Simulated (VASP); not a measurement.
# HfB (Fm-3m) in VASP: further runs

HfB is run at these levels: PBEsol, LDA; tasks: relaxation of cell and atoms, single point.

All numbers are computed with VASP 6.6.1; they aren't measurements. Logs are shortened: lines on timing, memory, paths and dates and some standing lists are left out, and cuts for length are marked.

## 1. The cell of the first run

It takes space group Fm-3m (No. 225, cubic). Conventional cell: a = 4.620 Å, b = 4.620 Å, c = 4.620 Å, α = 90.00°, β = 90.00°, γ = 90.00°. Within 3.1 Å of Hf (site symmetry m-3m) lie 6 B at 2.31 Å. B (site symmetry m-3m) has 6 Hf at 2.31 Å within 3.1 Å.

## 2. Relaxation of cell and atoms, PBEsol, target pressure 5 GPa, at which the enthalpy is minimised

File INCAR:

```
SYSTEM = HfB
PREC = Accurate
ENCUT = 600
EDIFF = 1E-6
ISMEAR = -1
SIGMA = 0.05
LREAL = .False.
LASPH = .True.
NELM = 60
ALGO = Normal
ISIF = 3
LWAVE = .False.
LCHARG = .False.
GGA = PS
IBRION = 2
NSW = 60
EDIFFG = -0.01
PSTRESS = 50.0
```

File KPOINTS:

```
regular mesh
0
Gamma
  10 10 10
  0 0 0
```

File POSCAR:

```
HfB
1.0
    0.0000000000      2.3100000000      2.3100000000
    2.3100000000      0.0000000000      2.3100000000
    2.3100000000      2.3100000000      0.0000000000
Hf B
1 1
Direct
    0.5000000000      0.5000000000      0.5000000000
    0.0000000000      0.0000000000      0.0000000000
```

Potentials or basis: VASP PAW PBE potentials, release 64 (Hf_pv, B).

Run with:

```console
cat potpaw_PBE.64/Hf_pv/POTCAR potpaw_PBE.64/B/POTCAR > POTCAR
mpirun -np 1 vasp_std > vasp.out
```

OUTCAR:

```text
SYSTEM = HfB
   PREC = Accurate
   ENCUT = 600
   EDIFF = 1E-6
   ISMEAR = -1
   LREAL = .False.
   LASPH = .True.
   NELM = 60
   ISIF = 3
   GGA = PS
   IBRION = 2
   NSW = 60
   EDIFFG = -0.01
   PSTRESS = 50.0

 ion  position               nearest neighbor table
   1  0.500  0.500  0.500-   2 2.31   2 2.31   2 2.31   2 2.31   2 2.31   2 2.31
   2  0.000  0.000  0.000-   1 2.31   1 2.31   1 2.31   1 2.31   1 2.31   1 2.31

  LATTYP: Found a face centered cubic cell.
 ALAT       =     4.6200000000

  Lattice vectors:

 A1 = (   0.0000000000,   2.3100000000,   2.3100000000)
 A2 = (   2.3100000000,   0.0000000000,   2.3100000000)
 A3 = (   2.3100000000,   2.3100000000,   0.0000000000)

Analysis of symmetry for initial positions (statically):
=====================================================================
 Subroutine PRICEL returns:
 Original cell was already a primitive cell.

 Routine SETGRP: Setting up the symmetry group for a
 face centered cubic supercell.

 Subroutine GETGRP returns: Found 48 space group operations
 (whereof 48 operations were pure point group operations)
 out of a pool of 48 trial point group operations.

The static configuration has the point symmetry O_h .

Analysis of symmetry for dynamics (positions and initial velocities):
=====================================================================
 Subroutine PRICEL returns:
 Original cell was already a primitive cell.

 Routine SETGRP: Setting up the symmetry group for a
 face centered cubic supercell.

 Subroutine GETGRP returns: Found 48 space group operations
 (whereof 48 operations were pure point group operations)
 out of a pool of 48 trial point group operations.

The dynamic configuration has the point symmetry O_h .

 Subroutine INISYM returns: Found 48 space group operations
 (whereof 48 operations are pure point group operations),
 and found     1 'primitive' translations

----------------------------------------------------------------------------------------

                                     Primitive cell

  volume of cell :      24.6528

  direct lattice vectors                    reciprocal lattice vectors
     0.000000000  2.310000000  2.310000000    -0.216450216  0.216450216  0.216450216
     2.310000000  0.000000000  2.310000000     0.216450216 -0.216450216  0.216450216
     2.310000000  2.310000000  0.000000000     0.216450216  0.216450216 -0.216450216

[... 97 lines left out ...]
   EFERMI =   0.00;   METHOD = LEGACY
   ISMEAR =    -1;   SIGMA  =   0.05  broadening in eV -4-tet -1-fermi 0-gaus
   EFERMI_NEDOS =   21; number of points for ismear=-14 and -15
   IALGO  =     38    algorithm
   IMIX   =      4    mixing-type and parameters
     AMIX     =   0.40;   BMIX     =  1.00
     AMIX_MAG =   1.60;   BMIX_MAG =  1.00
  volume/ion in A,a.u.               =      12.33        83.18
  Fermi-wavevector in a.u.,A,eV,Ry     =   1.322617  2.499383 23.800871  1.749315
  Thomas-Fermi vector in A             =   2.452285
   LORBIT       =      0    0 simple, 1 ext, 2 COOP (PROOUT), +10 PAW based schemes
   GGA     = PS    functional components
   LHFCALC =     F    Hartree Fock is set to
   AEXX    =    0.0000 exact exchange contribution
   IVDW    =     0    specifies the selected vdW correction
   LEPSILON=     F    determine dielectric tensor
   LRPA    =     F    only Hartree local field effects (RPA)
 conjugate gradient relaxation of ions
 non-spin polarized calculation
  energy-cutoff  :      600.00
  volume of cell :       24.65
 maximum number of plane-waves:       869
 NGX is ok and might be reduce to    28
   NGX = 13   NGY = 13   NGZ = 13

--------------------------------------- Ionic step        1  -------------------------------------------

 number of electron      13.0000000 magnetization

 Free energy of the ion-electron system (eV)
  ---------------------------------------------------
  ext. energy  EPLUGINS =         0.00000000
  ---------------------------------------------------
  free energy    TOTEN  =       -18.20725390 eV

  energy without entropy =      -18.19660345  energy(sigma->0) =      -18.20192868

------------------------ aborting loop because EDIFF is reached ----------------------------------------

  FORCE on cell =-STRESS in cart. coord.  units (eV):
  Direction    XX          YY          ZZ          XY          YZ          ZX
  --------------------------------------------------------------------------------------
  -------------------------------------------------------------------------------------
  Total        3.7395877      3.7395877      3.7395877      0.0000000      0.0000000      0.0000000
  in kB      243.0347477    243.0347477    243.0347477      0.0000000      0.0000000      0.0000000
  external PRESSURE =     193.0347477 kB  Pullay stress =      50.0000000 kB
[... 101 lines left out ...]
--------------------------------------- Ionic step        4  -------------------------------------------

 number of electron      12.9999999 magnetization

 Free energy of the ion-electron system (eV)
  ---------------------------------------------------
  ext. energy  EPLUGINS =         0.00000000
  ---------------------------------------------------
  free energy    TOTEN  =       -18.39367215 eV

  energy without entropy =      -18.37965797  energy(sigma->0) =      -18.38666506

 E-fermi :   4.4532     XC(G=0): -12.0137

 val. band max:        4.4482276971   @ k =   0.5000   0.3000   0.1000
 cond. band min:       4.4533724000   @ k =  -0.2000   0.1000   0.0000
 fundamental gap:      0.0051447029
 Fermi energy:         4.4531525321

 k-point     1 :       0.0000    0.0000    0.0000
  band No.  band energies     occupation
      1     -24.2057      2.00000
      2     -24.2057      2.00000
      3     -24.2057      2.00000
      4      -4.8147      2.00000
      5       6.5455      0.00000
      6       6.5455      0.00000
      7       6.5455      0.00000
      8       8.2362      0.00000
      9       8.2362      0.00000
     10       8.2362      0.00000
[... 287 lines left out ...]
 k-point    24 :       0.4000    0.3000    0.0000
  band No.  band energies     occupation
      1     -24.6094      2.00000
      2     -24.3707      2.00000
      3     -24.3540      2.00000
      4      -2.0065      2.00000
      5       2.3444      2.00000
      6       3.7914      2.00000
      7       5.6990      0.00000
      8       6.4573      0.00000
      9      10.2764      0.00000
     10      11.7371      0.00000

 [... further k-points ...]

------------------------ aborting loop because EDIFF is reached ----------------------------------------

  FORCE on cell =-STRESS in cart. coord.  units (eV):
  Direction    XX          YY          ZZ          XY          YZ          ZX
  --------------------------------------------------------------------------------------
  -------------------------------------------------------------------------------------
  Total        0.8248509      0.8248509      0.8248509     -0.0000000     -0.0000000      0.0000000
  in kB       49.3420174     49.3420174     49.3420174     -0.0000000     -0.0000000      0.0000000
  external PRESSURE =      -0.6579826 kB  Pullay stress =      50.0000000 kB
[... 21 lines left out ...]
  energy  without entropy=      -18.3796579719  energy(sigma->0) =      -18.38666506

  enthalpy is  TOTEN    =       -17.5578217583 eV   P V=        0.8358503906

 reached required accuracy - stopping structural energy minimisation
```

OSZICAR:

```text
N       E                     dE             d eps       ncg     rms          rms(c)
DAV:   1     0.162007063392E+02    0.16201E+02   -0.82752E+03   940   0.137E+03
DAV:   2    -0.187695734641E+02   -0.34970E+02   -0.33575E+02  1210   0.208E+02
DAV:   3    -0.197237821881E+02   -0.95421E+00   -0.93565E+00  1222   0.247E+01
DAV:   4    -0.197305782515E+02   -0.67961E-02   -0.67667E-02  1152   0.194E+00
[... 29 lines left out ...]
       N       E                     dE             d eps       ncg     rms          rms(c)
DAV:   1    -0.183939187272E+02    0.16683E-02   -0.68410E-03   940   0.837E-01    0.208E-01
DAV:   2    -0.183937291870E+02    0.18954E-03   -0.29353E-04   944   0.179E-01    0.107E-01
DAV:   3    -0.183936717117E+02    0.57475E-04   -0.18161E-04  1020   0.124E-01    0.926E-02
DAV:   4    -0.183936721489E+02   -0.43718E-06   -0.20247E-06   938   0.167E-02
   4 F= -.17557822E+02 E0= -.17550815E+02  d E =-.119920E+00
```

CONTCAR:

```text
HfB
   1.00000000000000
     0.0000000000000000    2.3747234674299422    2.3747234674299422
     2.3747234674299422    0.0000000000000000    2.3747234674299422
     2.3747234674299422    2.3747234674299422    0.0000000000000000
  Hf              B
     1     1
Direct
     0.5000000000000000    0.5000000000000000    0.5000000000000000
     0.0000000000000000    0.0000000000000000    0.0000000000000000

  0.00000000E+00  0.00000000E+00  0.00000000E+00
  0.00000000E+00  0.00000000E+00  0.00000000E+00
```

Run time: 36 s. Hardware: 1 thread of Intel Xeon Platinum 8259CL at 2.50GHz (Skylake/Cascade Lake), shared host; peak memory 0.18 GiB.

Results:

```yaml
Free_energy: -18.3937 eV
Relaxed_volume: 13.39 Å³/atom
Relaxed_cell: a = 3.358 Å, b = 3.358 Å, c = 3.358 Å, α = 60.00°, β = 60.00°, γ = 60.00°
Space_group_after_relaxing_to_0.05_Å: Fm-3m (No. 225)
Energy_change_on_relaxing_the_enthalpy_is_what_falls: -93.2 meV/atom
Ionic_steps: 4
Pressure_after_relaxing: 4.9 GPa
```

The path:
```tsv
step	energy change (eV)	largest force (eV/Å)	pressure (GPa)	volume (Å³)
1	0.0000	0.0000	24.30	24.65
2	-0.0550	0.0000	-14.73	30.34
3	-0.1883	0.0000	4.47	26.85
4	-0.1864	0.0000	4.93	26.78
```

Final structure:
```
Hf B
1.0
     0.00000    2.37472    2.37472
     2.37472    0.00000    2.37472
     2.37472    2.37472    0.00000
Hf B
1 1
Direct
  0.50000 0.50000 0.50000
  0.00000 0.00000 0.00000
```

Caveat: the cell is relaxed towards a set pressure, so the enthalpy falls and the energy may rise; the PAW data sets were made with another functional, which shifts forces and pressure a little; spin-orbit coupling is left out, which moves the levels of the heavy elements. Zero-point motion and thermal expansion aren't in these numbers.

[end of part 1 of 3]
